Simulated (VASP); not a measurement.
# BN (Qingsongite) (F-43m) in VASP: G0W0 quasiparticle levels with PBE

Aim: the G0W0 quasiparticle levels of BN (Qingsongite) with PBE.

Program: VASP 6.6.1. These are calculated values, not measurements. Logs are shortened: lines on timing, memory, paths and dates and some standing lists are left out, and cuts for length are marked.

## Step 1: The cell of the first run

It takes space group F-43m (No. 216, cubic). Conventional cell: a = 3.615 Å, b = 3.615 Å, c = 3.615 Å, α = 90.00°, β = 90.00°, γ = 90.00°. Within 2.1 Å of B (site symmetry -43m) lie 4 N at 1.57 Å. Within 2.1 Å of N (site symmetry -43m) lie 4 B at 1.57 Å.

## Step 2: G0W0 quasiparticle levels, PBE

Contents of POSCAR:

```
BN
1.0
    0.0000000000      1.8075000000      1.8075000000
    1.8075000000      0.0000000000      1.8075000000
    1.8075000000      1.8075000000      0.0000000000
B N
1 1
Direct
    0.0000000000      0.0000000000      0.0000000000
    0.2500000000      0.2500000000      0.2500000000
```

Contents of INCAR.step1:

```
SYSTEM = BN
PREC     = Accurate       ! precision mode
ENCUT    = 500            ! plane-wave cutoff, eV
EDIFF    = 1E-8           ! SCF threshold, eV
ISMEAR   = 0              ! smearing method
SIGMA    = 0.01           ! smearing width, eV
LREAL    = .False.        ! projectors in reciprocal space
LASPH    = .True.         ! aspherical terms in the spheres
NELM     = 100            ! most SCF steps
ALGO     = Normal         ! electronic algorithm
LWAVE    = .True.         ! write WAVECAR
LCHARG   = .False.        ! write CHGCAR
GGA      = PE             ! functional
```

Contents of INCAR.step2:

```
SYSTEM = BN
PREC     = Accurate       ! precision mode
ENCUT    = 500            ! plane-wave cutoff, eV
EDIFF    = 1E-8           ! SCF threshold, eV
ISMEAR   = 0              ! smearing method
SIGMA    = 0.01           ! smearing width, eV
LREAL    = .False.        ! projectors in reciprocal space
LASPH    = .True.         ! aspherical terms in the spheres
NELM     = 1              ! most SCF steps
ALGO     = Exact          ! electronic algorithm
LWAVE    = .True.         ! write WAVECAR
LCHARG   = .False.        ! write CHGCAR
GGA      = PE             ! functional
NBANDS   = 104            ! bands
LOPTICS  = .True.         ! frequency-dependent dielectric function
ISTART   = 1
```

Contents of INCAR.step3:

```
SYSTEM = BN
PREC     = Accurate       ! precision mode
ENCUT    = 500            ! plane-wave cutoff, eV
EDIFF    = 1E-8           ! SCF threshold, eV
ISMEAR   = 0              ! smearing method
SIGMA    = 0.01           ! smearing width, eV
LREAL    = .False.        ! projectors in reciprocal space
LASPH    = .True.         ! aspherical terms in the spheres
ALGO     = EVGW0          ! electronic algorithm
LWAVE    = .False.        ! write WAVECAR
LCHARG   = .False.        ! write CHGCAR
GGA      = PE             ! functional
NELMGW   = 1            
NBANDS   = 104            ! bands
ENCUTGW  = 80.0           ! cutoff of the response function
NOMEGA   = 48             ! frequency points
PRECFOCK = Fast         
ISTART   = 1            
NBANDSGW = 12
```

Contents of KPOINTS:

```
regular mesh
0
Gamma
  5 5 5
  0 0 0
```

Potentials or basis: VASP PAW PBE potentials, release 64 (B_GW, N_GW).

On the command line:

```console
$ cat potpaw_PBE.64/B_GW/POTCAR potpaw_PBE.64/N_GW/POTCAR > POTCAR
$ cp INCAR.step1 INCAR
$ mpirun -np 1 vasp_std > vasp.out
$ cp INCAR.step2 INCAR
$ mpirun -np 1 vasp_std > vasp.out
$ cp INCAR.step3 INCAR
$ mpirun -np 1 vasp_std > vasp.out
```

OUTCAR:

```text
SYSTEM = BN
   PREC = Accurate
   ENCUT = 500
   EDIFF = 1E-8
   ISMEAR = 0
   LREAL = .False.
   LASPH = .True.
   GGA = PE
   NELMGW = 1
   ENCUTGW = 80.0
   PRECFOCK = Fast
   ISTART = 1

 ion  position               nearest neighbor table
   1  0.000  0.000  0.000-   2 1.57   2 1.57   2 1.57   2 1.57
   2  0.250  0.250  0.250-   1 1.57   1 1.57   1 1.57   1 1.57

  LATTYP: Found a face centered cubic cell.
 ALAT       =     3.6150000000

  Lattice vectors:

 A1 = (   0.0000000000,   1.8075000000,   1.8075000000)
 A2 = (   1.8075000000,   0.0000000000,   1.8075000000)
 A3 = (   1.8075000000,   1.8075000000,   0.0000000000)

Analysis of symmetry for initial positions (statically):
=====================================================================
 Subroutine PRICEL returns:
 Original cell was already a primitive cell.

 Routine SETGRP: Setting up the symmetry group for a
 face centered cubic supercell.

 Subroutine GETGRP returns: Found 24 space group operations
 (whereof 24 operations were pure point group operations)
 out of a pool of 48 trial point group operations.

The static configuration has the point symmetry T_d .

Analysis of symmetry for dynamics (positions and initial velocities):
=====================================================================
 Subroutine PRICEL returns:
 Original cell was already a primitive cell.

 Routine SETGRP: Setting up the symmetry group for a
 face centered cubic supercell.

 Subroutine GETGRP returns: Found 24 space group operations
 (whereof 24 operations were pure point group operations)
 out of a pool of 48 trial point group operations.

The dynamic configuration has the point symmetry T_d .

 Subroutine INISYM returns: Found 24 space group operations
 (whereof 24 operations are pure point group operations),
 and found     1 'primitive' translations

----------------------------------------------------------------------------------------

                                     Primitive cell

[... 73 lines left out ...]
   ENCUT  =  500.0 eV  36.75 Ry    6.06 a.u.   4.66  4.66  4.66*2*pi/ulx,y,z
   NELM   =     60;   NELMIN=  2; NELMDL=  0     # of ELM steps
   EDIFF  = 0.1E-07   stopping-criterion for ELM
   LREAL  =      F    real-space projection
   EDIFFG = 0.1E-06   stopping-criterion for IOM
   NSW    =      0    number of steps for IOM
   IBRION =     -1    ionic relax: 0-MD 1-quasi-New 2-CG
   NFREE  =      0    steps in history (QN), initial steepest desc. (CG)
   ISIF   =      0    stress and relaxation
   ISYM   =      3    0-nonsym 1-usesym 2-fastsym
   POTIM  = 0.5000    time-step for ionic-motion
   TEBEG  =    0.0;   TEEND  =   0.0 temperature during run
   PSTRESS=    0.0 pullay stress
   NELECT =       8.0000    total number of electrons
   NUPDOWN=      -1.0000    fix difference up-down
   EMIN   =  10.00;   EMAX   =-10.00  energy-range for DOS
   EFERMI =   0.00;   METHOD = LEGACY
   ISMEAR =     0;   SIGMA  =   0.01  broadening in eV -4-tet -1-fermi 0-gaus
   EFERMI_NEDOS =   21; number of points for ismear=-14 and -15
   IALGO  =     38    algorithm
   IMIX   =      4    mixing-type and parameters
     AMIX     =   0.40;   BMIX     =  1.00
     AMIX_MAG =   1.60;   BMIX_MAG =  1.00
  volume/ion in A,a.u.               =       5.91        39.85
  Fermi-wavevector in a.u.,A,eV,Ry     =   1.437749  2.716952 28.124920  2.067123
  Thomas-Fermi vector in A             =   2.556793
   LORBIT       =      0    0 simple, 1 ext, 2 COOP (PROOUT), +10 PAW based schemes
   GGA     = PE    functional components
   LHFCALC =     T    Hartree Fock is set to
   PRECFOCK=fast      Normal, Fast or Accurate (Low or Medium for compatibility)
   ENCUT4O =  -1.0   cutoff for four orbital integrals eV
   NKREDX  =     1    reduce k-point grid by
   NKREDY  =     1    reduce k-point grid by
   NKREDZ  =     1    reduce k-point grid by
   AEXX    =    1.0000 exact exchange contribution
   HFSCREEN=    0.0000 screening length (either q_TF or 0.3 A-1)
   HFSCREENC=   0.0000 screening length for correlation (either q_TF or 0.3 A-1)
   ENCUTFOCK=  -1.0 apply spherical cutoff to Coloumb kernel
   IVDW    =     0    specifies the selected vdW correction
   LEPSILON=     F    determine dielectric tensor
   LRPA    =     F    only Hartree local field effects (RPA)
   LRPAFORCE           =     F    calculate RPA forces
   ENCUTGW             =  80.0    cutoff for response function in eV
   ENCUTGWSOFT         =  64.0    soft cutoff for Coulomb kernel in GW response function in eV
   ENCUTLF             =  -1.0    cutoff for local field effects
   NELMGW              =     1    number of iterations in solving QP/BSE equation
   NELMHF              =     1    number of iterations in the inner HF iteration
   NKREDLFX            =     1    NKREDLFY  =   1   NKREDLFZ  =   1
 non-spin polarized calculation
 Gauss-broadening in eV      SIGMA  =   0.01
  energy-cutoff  :      500.00
  volume of cell :       11.81
 maximum number of plane-waves:       308
  NGX = 12; NGY = 12; NGZ = 12
   NGX =  9   NGY =  9   NGZ =  9
 maximum number of plane-waves:        22
 NGX is ok and might be reduce to    10

 QP shifts <psi_nk| G(iteration)W_0 |psi_nk>: iteration 1
 for sc-GW calculations column KS-energies equals QP-energies in previous step
 and V_xc(KS)=  KS-energies - (<T + V_ion + V_H > + <T+V_H+V_ion>^1  + <V_x>^1)

 k-point   1 :       0.0000    0.0000    0.0000
  band No.  KS-energies  QP-energies   sigma(KS)   V_xc(KS)     V^pw_x(r,r')   Z            occupation Imag(sigma)

      1     -12.7667     -14.5540     -17.7739     -15.4855     -26.4923       0.7811       2.0000       1.4362
      2       7.4691       7.0386     -18.8049     -18.2850     -21.9506       0.8281       2.0000       0.1049
      3       7.4691       7.0386     -18.8049     -18.2850     -21.9506       0.8281       2.0000       0.1049
      4       7.4691       7.0386     -18.8049     -18.2850     -21.9506       0.8281       2.0000       0.1049
      5      16.2837      17.7358     -12.0401     -13.7841      -6.9677       0.8326       0.0000      -0.1079
      6      16.2837      17.7358     -12.0401     -13.7841      -6.9677       0.8326       0.0000      -0.1079
      7      16.2837      17.7358     -12.0401     -13.7841      -6.9677       0.8326       0.0000      -0.1079
      8      17.8145      19.0048     -13.9792     -15.4318      -8.3502       0.8194       0.0000      -0.1332
      9      32.2088      32.7262     -10.7848     -11.4362      -3.3021       0.7943       0.0000      -0.5854
     10      35.2413      36.4813     -11.8362     -13.3188      -5.4438       0.8363       0.0000      -0.5761
     11      35.2413      36.4813     -11.8362     -13.3188      -5.4438       0.8363       0.0000      -0.5761
     12      35.8438      36.3594     -10.4610     -11.0828      -3.0417       0.8293       0.0000      -0.9851
[... 132 lines left out ...]
      1      -7.5707      -8.9440     -18.9102     -17.0938     -26.6599       0.7560       2.0000       0.7196
      2      -0.6289      -1.9117     -17.0899     -15.4621     -21.8934       0.7880       2.0000       0.2149
      3       1.0871      -0.0631     -17.1712     -15.7321     -21.4901       0.7992       2.0000       0.1729
      4       2.5739       1.5917     -17.1280     -15.9158     -20.9615       0.8103       2.0000       0.1438
      5      16.5617      17.7848     -12.7935     -14.2656      -7.8440       0.8309       0.0000      -0.1131
      6      19.7500      21.0804     -11.8960     -13.5089      -6.2014       0.8248       0.0000      -0.1418
      7      21.1141      22.7312     -13.4322     -15.4341      -7.4296       0.8078       0.0000      -0.1673
      8      24.2908      26.2395     -13.2773     -15.7621      -6.3020       0.7843       0.0000      -0.2576
      9      26.2976      27.8014     -12.9805     -14.8652      -6.4201       0.7979       0.0000      -0.2675
     10      33.0116      34.5066     -11.9972     -13.8651      -4.4281       0.8004       0.0000      -0.6986
     11      36.3247      37.4767     -11.6197     -13.0339      -4.1204       0.8145       0.0000      -0.8896
     12      41.3306      42.4347     -11.0982     -12.4344      -3.4923       0.8263       0.0000      -1.1810
```

OUTCAR.step1:

```text
SYSTEM = BN
   PREC = Accurate
   ENCUT = 500
   EDIFF = 1E-8
   ISMEAR = 0
   LREAL = .False.
   LASPH = .True.
[... 313 lines left out ...]
      0.00000      0.00000      0.00000        -0.000000     -0.000000     -0.000000
      0.90375      0.90375      0.90375         0.000000      0.000000      0.000000
 -----------------------------------------------------------------------------------
    total drift:                                0.000001      0.000001      0.000001

  FREE ENERGIE OF THE ION-ELECTRON SYSTEM (eV)
  ---------------------------------------------------
  free  energy   TOTEN  =       -17.4447845124 eV

  energy  without entropy=      -17.4447845124  energy(sigma->0) =      -17.44478451
```

OUTCAR.step2:

```text
SYSTEM = BN
   PREC = Accurate
   ENCUT = 500
   EDIFF = 1E-8
[... 729 lines left out ...]
  --------------------------------------------------------------------------------------------------------------
     0.00000     4.97406     4.97406     4.97406     0.00000     0.00000    -0.00000
     2.99135     5.23822     5.23822     5.23822     0.00000     0.00000    -0.00000
     5.98270     6.38920     6.38920     6.38920     0.00000     0.00000    -0.00000
     8.97406    10.75451    10.75451    10.75451     0.00000     0.00000    -0.00000
    11.96541    -6.78661    -6.78661    -6.78661    -0.00000    -0.00000     0.00000
    14.95676    -0.00445    -0.00445    -0.00445    -0.00000    -0.00000    -0.00000
[... 92 lines left out ...]
   293.15252     0.98868     0.98868     0.98868    -0.00000    -0.00000     0.00000
   296.14388     0.98891     0.98891     0.98891    -0.00000    -0.00000     0.00000
```

It took 41 s on 1 thread of AMD EPYC 9R45 (Zen 5), shared host; peak memory 0.17 GiB.

What came out:

| Quantity | Value |
| --- | --- |
| Band gap on the k mesh, mean-field level | 4.94 eV, indirect (least direct gap 8.81 eV) |
| Quasiparticle gap | 6.15 eV |
| Least direct quasiparticle gap | 10.70 eV |

Caveat: the k points lie up to 0.60 Å⁻¹ apart; bands, screening cutoff and mesh are small and nothing is extrapolated, so the quasiparticle values aren't converged.
